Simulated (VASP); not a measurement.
Bi2Se3, 5 atoms in the cell. The typed cell holds 5 atoms: a = 9.840 Å, b = 9.840 Å, c = 9.840 Å, α = 24.30°, β = 24.30°, γ = 24.30°.  This cell differs from its parent crystal: atoms moved at random.

```yaml
Program: VASP 6.6.1
Task: single point
Functional: PBE
Potentials_or_basis: VASP PAW PBE potentials, release 64 (Bi_d, Se)
Cutoff: 520 eV
k_mesh: 8 × 8 × 8
Occupations: fermi-dirac, width 0.05 eV
Spin: no spin polarisation
Dipole_correction: no
Further_INCAR_settings: ALGO = Normal; EDIFF = 1e-07; NBANDS = 32
```

Potentials or basis: VASP PAW PBE potentials, release 64 (Bi_d, Se).

The run is started by

```console
$ cat potpaw_PBE.64/Bi_d/POTCAR potpaw_PBE.64/Se/POTCAR > POTCAR
$ mpirun -np 1 vasp_std > vasp.out
```

Hardware: 1 thread of Intel(R) Xeon(R) 6975P-C (Granite Rapids), with other jobs on the host.

**Question.** Estimate the wall time of this run.

**Answer.** It took 50 min on 1 thread of Intel(R) Xeon(R) 6975P-C (Granite Rapids) (shared host), peak memory 1.6 GiB. Counts: scf iterations 14, k points 260.
